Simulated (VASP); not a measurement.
# ZnSe (F-43m) in VASP: further runs

Runs on ZnSe. Level: LDA. Tasks: single point.

Everything below comes from runs of VASP 6.6.1. Logs are shortened: lines on timing, memory, paths and dates and some standing lists are left out, and cuts for length are marked.

### 1 The cell of the first run

The structure is cubic, space group F-43m (No. 216). The conventional cell has a = 5.568 Å, b = 5.568 Å, c = 5.568 Å, α = 90.00°, β = 90.00°, γ = 90.00°. Within 3.2 Å of Zn (site symmetry -43m) lie 4 Se at 2.41 Å. Within 3.2 Å of Se (site symmetry -43m) lie 4 Zn at 2.41 Å.

### 2 Single point, LDA

INCAR

```
SYSTEM = ZnSe
  ALGO = Normal
  EDIFF = 1E-6
  ENCUT = 500
  GGA_COMPAT = .False.
  ISIF = 2
  ISMEAR = 0
  LASPH = .True.
  LCHARG = .False.
  LREAL = .False.
  LWAVE = .False.
  NBANDS = 16
  NELM = 120
  PREC = Accurate
  SIGMA = 0.02
```

KPOINTS

```
k-points
0
Gamma
  8 8 8
  0 0 0
```

POSCAR

```
ZnSe
1.0
    0.0000000000      2.7837635926      2.7837635926
    2.7837635926      0.0000000000      2.7837635926
    2.7837635926      2.7837635926      0.0000000000
Zn Se
1 1
Direct
    0.0000000000      0.0000000000      0.0000000000
    0.2500000000      0.2500000000      0.2500000000
```

Potentials or basis: VASP PAW LDA potentials, release 64 (Zn, Se).

On the command line:

```bash
$ cat potpaw_LDA.64/Zn/POTCAR potpaw_LDA.64/Se/POTCAR > POTCAR
$ mpirun -np 1 vasp_std > vasp.out
```

OUTCAR:

```text
SYSTEM = ZnSe
   EDIFF = 1E-6
   ENCUT = 500
   ISIF = 2
   ISMEAR = 0
   LASPH = .True.
   LREAL = .False.
   NELM = 120
   PREC = Accurate

 ion  position               nearest neighbor table
   1  0.000  0.000  0.000-   2 2.41   2 2.41   2 2.41   2 2.41
   2  0.250  0.250  0.250-   1 2.41   1 2.41   1 2.41   1 2.41

  LATTYP: Found a face centered cubic cell.
 ALAT       =     5.5675271852

  Lattice vectors:

 A1 = (   0.0000000000,   2.7837635926,   2.7837635926)
 A2 = (   2.7837635926,   0.0000000000,   2.7837635926)
 A3 = (   2.7837635926,   2.7837635926,   0.0000000000)

Analysis of symmetry for initial positions (statically):
=====================================================================
 Subroutine PRICEL returns:
 Original cell was already a primitive cell.

 Routine SETGRP: Setting up the symmetry group for a
 face centered cubic supercell.

 Subroutine GETGRP returns: Found 24 space group operations
 (whereof 24 operations were pure point group operations)
 out of a pool of 48 trial point group operations.

The static configuration has the point symmetry T_d .

Analysis of symmetry for dynamics (positions and initial velocities):
=====================================================================
 Subroutine PRICEL returns:
 Original cell was already a primitive cell.

 Routine SETGRP: Setting up the symmetry group for a
 face centered cubic supercell.

 Subroutine GETGRP returns: Found 24 space group operations
 (whereof 24 operations were pure point group operations)
 out of a pool of 48 trial point group operations.

The dynamic configuration has the point symmetry T_d .

 Subroutine INISYM returns: Found 24 space group operations
 (whereof 24 operations are pure point group operations),
 and found     1 'primitive' translations

----------------------------------------------------------------------------------------

                                     Primitive cell

  volume of cell :      43.1447

  direct lattice vectors                    reciprocal lattice vectors
     0.000000000  2.783763593  2.783763593    -0.179612953  0.179612953  0.179612953
     2.783763593  0.000000000  2.783763593     0.179612953 -0.179612953  0.179612953
     2.783763593  2.783763593  0.000000000     0.179612953  0.179612953 -0.179612953

  length of vectors
     3.936836227  3.936836227  3.936836227     0.311098761  0.311098761  0.311098761

  position of ions in fractional coordinates (direct lattice)
     0.000000000  0.000000000  0.000000000
     0.250000000  0.250000000  0.250000000

  ion indices of the primitive-cell ions
   primitive index   ion index
                 1           1
                 2           2

----------------------------------------------------------------------------------------

 KPOINTS: k-points

Automatic generation of k-mesh.
 Grid dimensions read from file:
 generate k-points for:    8    8    8

 Generating k-lattice:

  Cartesian coordinates                     Fractional coordinates (reciprocal lattice)
    -0.022451619  0.022451619  0.022451619     0.125000000  0.000000000  0.000000000
     0.022451619 -0.022451619  0.022451619     0.000000000  0.125000000  0.000000000
     0.022451619  0.022451619 -0.022451619     0.000000000  0.000000000  0.125000000

  Length of vectors
     0.038887345  0.038887345  0.038887345

  Shift w.r.t. Gamma in fractional coordinates (k-lattice)
     0.000000000  0.000000000  0.000000000

 Subroutine IBZKPT returns following result:
 ===========================================

 Found     29 irreducible k-points:

 Following reciprocal coordinates:
            Coordinates               Weight
  0.000000  0.000000  0.000000      1.000000
  0.125000  0.000000  0.000000      8.000000
  0.250000  0.000000  0.000000      8.000000
  0.375000  0.000000  0.000000      8.000000
  0.500000  0.000000  0.000000      4.000000
  0.125000  0.125000  0.000000      6.000000
[... 16 lines left out ...]
  0.500000  0.250000  0.125000     48.000000
 -0.375000  0.250000  0.125000     24.000000
 [... further k-points ...]
   k-points           NKPTS =     29   k-points in BZ     NKDIM =     29   number of bands    NBANDS=     16
   number of dos      NEDOS =    301   number of ions     NIONS =      2
   total plane-waves  NPLWV =  27000
   dimension x,y,z NGX =    30 NGY =   30 NGZ =   30
   dimension x,y,z NGXF=    60 NGYF=   60 NGZF=   60
   ions per type =               1   1
   NGX,Y,Z   is equivalent  to a cutoff of  12.67, 12.67, 12.67 a.u.
   NGXF,Y,Z  is equivalent  to a cutoff of  25.34, 25.34, 25.34 a.u.
 SYSTEM =  ZnSe
   PREC   = accura    normal or accurate (medium, high low for compatibility)
   ISTART =      0    job   : 0-new  1-cont  2-samecut
   ICHARG =      2    charge: 1-file 2-atom 10-const
   ISPIN  =      1    spin polarized calculation?
   LNONCOLLINEAR =      F non collinear calculations
   LSORBIT =      F    spin-orbit coupling
   LASPH  =      T    aspherical Exc in radial PAW
   ENCUT  =  500.0 eV  36.75 Ry    6.06 a.u.   7.18  7.18  7.18*2*pi/ulx,y,z
   NELM   =    120;   NELMIN=  2; NELMDL= -5     # of ELM steps
   EDIFF  = 0.1E-05   stopping-criterion for ELM
   LREAL  =      F    real-space projection
   EDIFFG = 0.1E-04   stopping-criterion for IOM
   NSW    =      0    number of steps for IOM
   IBRION =     -1    ionic relax: 0-MD 1-quasi-New 2-CG
   NFREE  =      0    steps in history (QN), initial steepest desc. (CG)
   ISIF   =      2    stress and relaxation
   ISYM   =      2    0-nonsym 1-usesym 2-fastsym
   POTIM  = 0.5000    time-step for ionic-motion
   TEBEG  =    0.0;   TEEND  =   0.0 temperature during run
   PSTRESS=    0.0 pullay stress
   NELECT =      18.0000    total number of electrons
   NUPDOWN=      -1.0000    fix difference up-down
   EMIN   =  10.00;   EMAX   =-10.00  energy-range for DOS
   EFERMI =   0.00;   METHOD = LEGACY
   ISMEAR =     0;   SIGMA  =   0.02  broadening in eV -4-tet -1-fermi 0-gaus
   EFERMI_NEDOS =   21; number of points for ismear=-14 and -15
   IALGO  =     38    algorithm
   IMIX   =      4    mixing-type and parameters
     AMIX     =   0.40;   BMIX     =  1.00
     AMIX_MAG =   1.60;   BMIX_MAG =  1.00
  volume/ion in A,a.u.               =      21.57       145.58
  Fermi-wavevector in a.u.,A,eV,Ry     =   1.223273  2.311650 20.359708  1.496396
  Thomas-Fermi vector in A             =   2.358390
   LORBIT       =      0    0 simple, 1 ext, 2 COOP (PROOUT), +10 PAW based schemes
   GGA     = CA    functional components
   LHFCALC =     F    Hartree Fock is set to
   AEXX    =    0.0000 exact exchange contribution
   IVDW    =     0    specifies the selected vdW correction
   LEPSILON=     F    determine dielectric tensor
   LRPA    =     F    only Hartree local field effects (RPA)
 non-spin polarized calculation
 Gauss-broadening in eV      SIGMA  =   0.02
  energy-cutoff  :      500.00
  volume of cell :       43.14
 maximum number of plane-waves:      1108
 NGX is ok and might be reduce to    30
   NGX = 15   NGY = 15   NGZ = 15

 number of electron      17.9999987 magnetization

 Free energy of the ion-electron system (eV)
  ---------------------------------------------------
  ext. energy  EPLUGINS =         0.00000000
  ---------------------------------------------------
  free energy    TOTEN  =        -7.37166794 eV

  energy without entropy =       -7.37166794  energy(sigma->0) =       -7.37166794

 E-fermi :   2.1082     XC(G=0):  -9.9380

 val. band max:        1.9920096775   @ k =   0.0000   0.0000   0.0000
 cond. band min:       3.2817576232   @ k =   0.0000   0.0000   0.0000
 fundamental gap:      1.2897479457
 Fermi energy:         2.1082307999

 k-point     1 :       0.0000    0.0000    0.0000
  band No.  band energies     occupation
      1     -11.6548      2.00000
      2      -4.8938      2.00000
      3      -4.8938      2.00000
      4      -4.8938      2.00000
      5      -4.4852      2.00000
      6      -4.4852      2.00000
[... 8 lines left out ...]
     15      13.5828      0.00000
     16      13.5828      0.00000

 k-point     2 :       0.1250    0.0000    0.0000
  band No.  band energies     occupation
      1     -11.5428      2.00000
      2      -4.8900      2.00000
      3      -4.8762      2.00000
      4      -4.8762      2.00000
      5      -4.4869      2.00000
      6      -4.4869      2.00000
[... 8 lines left out ...]
     15      12.6936      0.00000
     16      12.7384      0.00000

 k-point     3 :       0.2500    0.0000    0.0000
  band No.  band energies     occupation
      1     -11.2502      2.00000
      2      -4.8395      2.00000
      3      -4.8378      2.00000
      4      -4.8378      2.00000
      5      -4.4855      2.00000
      6      -4.4855      2.00000
[... 8 lines left out ...]
     15      12.4423      0.00000
     16      12.5632      0.00000

 k-point     4 :       0.3750    0.0000    0.0000
  band No.  band energies     occupation
      1     -10.9178      2.00000
      2      -4.8074      2.00000
      3      -4.8074      2.00000
      4      -4.6348      2.00000
      5      -4.4734      2.00000
      6      -4.4734      2.00000
[... 8 lines left out ...]
     15      13.6260      0.00000
     16      13.6260      0.00000
[... 324 lines left out ...]
 k-point    22 :       0.3750    0.2500    0.1250
  band No.  band energies     occupation
      1     -11.0202      2.00000
      2      -4.8606      2.00000
      3      -4.7826      2.00000
      4      -4.7561      2.00000
      5      -4.5029      2.00000
      6      -4.4572      2.00000
[... 8 lines left out ...]
     15      14.3642      0.00000
     16      15.5429      0.00000

 k-point    23 :       0.5000    0.2500    0.1250
  band No.  band energies     occupation
      1     -10.7416      2.00000
      2      -4.7948      2.00000
      3      -4.7565      2.00000
      4      -4.6228      2.00000
      5      -4.4726      2.00000
      6      -4.4160      2.00000
[... 8 lines left out ...]
     15      14.6823      0.00000
     16      15.7687      0.00000

 k-point    24 :      -0.3750    0.2500    0.1250
  band No.  band energies     occupation
      1     -10.6167      2.00000
      2      -4.7848      2.00000
      3      -4.7396      2.00000
      4      -4.5261      2.00000
      5      -4.4781      2.00000
      6      -4.2461      2.00000
[... 8 lines left out ...]
     15      14.7904      0.00000
     16      15.6713      0.00000

 [... further k-points ...]

------------------------ aborting loop because EDIFF is reached ----------------------------------------

  FORCE on cell =-STRESS in cart. coord.  units (eV):
  Direction    XX          YY          ZZ          XY          YZ          ZX
  --------------------------------------------------------------------------------------
  -------------------------------------------------------------------------------------
  Total        0.0979354      0.0979354      0.0979354      0.0000000      0.0000000      0.0000000
  in kB        3.6368306      3.6368306      3.6368306      0.0000000      0.0000000      0.0000000
  external PRESSURE =       3.6368306 kB  Pullay stress =       0.0000000 kB

 VOLUME and BASIS-vectors are now :
 -----------------------------------------------------------------------------
  energy-cutoff  :      500.00
  volume of cell :       43.14
      direct lattice vectors                 reciprocal lattice vectors
     0.000000000  2.783763593  2.783763593    -0.179612953  0.179612953  0.179612953
     2.783763593  0.000000000  2.783763593     0.179612953 -0.179612953  0.179612953
     2.783763593  2.783763593  0.000000000     0.179612953  0.179612953 -0.179612953

 POSITION                                       TOTAL-FORCE (eV/Angst)
 -----------------------------------------------------------------------------------
      0.00000      0.00000      0.00000         0.000000      0.000000      0.000000
      1.39188      1.39188      1.39188        -0.000000     -0.000000     -0.000000
 -----------------------------------------------------------------------------------
    total drift:                               -0.000000     -0.000000      0.000000

  FREE ENERGIE OF THE ION-ELECTRON SYSTEM (eV)
  ---------------------------------------------------
  free  energy   TOTEN  =        -7.3716679426 eV

  energy  without entropy=       -7.3716679426  energy(sigma->0) =       -7.37166794
```

It took 16 s on 1 thread of AMD EPYC 7R43 (Zen 3), shared host; peak memory 0.12 GiB.

Results:

```
Free energy            : -7.3717 eV
Pressure               : 0.4 GPa
Band gap on the k mesh : 1.29 eV
```

Levels at points of the mesh, in eV from the valence-band top:
```
           k point  band 6  band 7  band 8  band 9  band 10  band 11  band 12  band 13
(0.00, 0.00, 0.00)   -6.48    0.00    0.00    0.00     1.29     5.68     5.68     5.68
(0.50, 0.00, 0.00)   -6.30   -5.64   -0.96   -0.96     2.47     6.27     6.27     8.49
(0.50, 0.50, 0.00)   -6.28   -5.07   -2.40   -2.40     2.69     3.31    10.93    11.46
```

### 3 Single point, LDA

INCAR

```
PREC = Accurate
ENCUT = 500
EDIFF = 1E-6
ISMEAR = 0
SIGMA = 0.02
LREAL = False
LASPH = True
NELM = 120
ALGO = Normal
ISIF = 2
LWAVE = False
LCHARG = False
NBANDS = 16
GGA_COMPAT = False
```

KPOINTS

```
Automatic mesh
0
Gamma
  8 8 8
```

POSCAR is that of step 2.

Potentials or basis: VASP PAW LDA potentials, release 64 (Zn, Se).

On the command line:

```bash
$ cat potpaw_LDA.64/Zn/POTCAR potpaw_LDA.64/Se/POTCAR > POTCAR
$ mpirun -np 1 vasp_std > vasp.out
```

Run time: 16 s. Hardware: 1 thread of AMD EPYC 7R43 (Zen 3), shared host; peak memory 0.12 GiB.

Results (log left out):

```yaml
Free_energy: -7.3717 eV
Pressure: 0.4 GPa
Band_gap_on_the_k_mesh: 1.29 eV
```

Levels at points of the mesh, in eV from the valence-band top:
```csv
k point,band 6,band 7,band 8,band 9,band 10,band 11,band 12,band 13
"(0.00, 0.00, 0.00)",-6.48,0.00,0.00,0.00,1.29,5.68,5.68,5.68
"(0.50, 0.00, 0.00)",-6.30,-5.64,-0.96,-0.96,2.47,6.27,6.27,8.49
"(0.50, 0.50, 0.00)",-6.28,-5.07,-2.40,-2.40,2.69,3.31,10.93,11.46
```
